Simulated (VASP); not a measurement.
# Ti: single point with LDA

Ti:

```xyz
1
Lattice="-1.6164 1.6164 1.6902 1.6164 -1.6164 1.6902 1.6164 1.6164 -1.6902" Properties=species:S:1:pos:R:3 pbc="T T T"
Ti    0.0000    0.0000    0.0000
```

This cell differs from its parent crystal: strain -0.015 along x and y, +0.030 along z.

| Quantity | Value |
| --- | --- |
| Program | VASP 6.6.1 |
| Task | single point |
| Functional | LDA |
| Potentials or basis | VASP PAW LDA potentials, release 64 (Ti_sv) |
| Cutoff | 520 eV |
| k mesh | 20 × 20 × 20 |
| Occupations | gaussian, width 0.15 eV |
| Spin | no spin polarisation |

```yaml
Pressure: -10.7 GPa
Band_gap_on_the_k_mesh: zero (band 6 reaches 8.60 eV, above the bottom of band 7 at 7.07 eV)
```

Stress tensor (GPa, compression positive):
```
-11.00   0.00   0.00
  0.00 -11.00   0.00
  0.00   0.00 -10.18
```

Levels at points of the mesh, in eV from the Fermi level:
| k point | band 4 | band 5 | band 6 | band 7 | band 8 | band 9 |
| --- | --- | --- | --- | --- | --- | --- |
| (0.00, 0.00, 0.00) | -32.11 | -5.84 | 0.84 | 0.84 | 1.13 | 2.48 |
| (0.50, 0.00, 0.00) | -32.12 | -2.41 | -0.29 | 1.10 | 2.46 | 3.00 |
| (0.50, 0.50, 0.00) | -32.14 | -2.41 | -0.66 | 1.39 | 2.87 | 3.10 |
| (0.50, 0.50, 0.50) | -32.55 | -2.11 | -1.99 | 3.76 | 3.85 | 3.85 |

Run time: 91 s on 1 thread of Intel(R) Xeon(R) Platinum 8259CL CPU @ 2.50GHz (Skylake/Cascade Lake), with other jobs on the host, peak memory 0.23 GiB.

Caveat: the cell differs from its parent crystal (strain -0.015 along x and y, +0.030 along z).
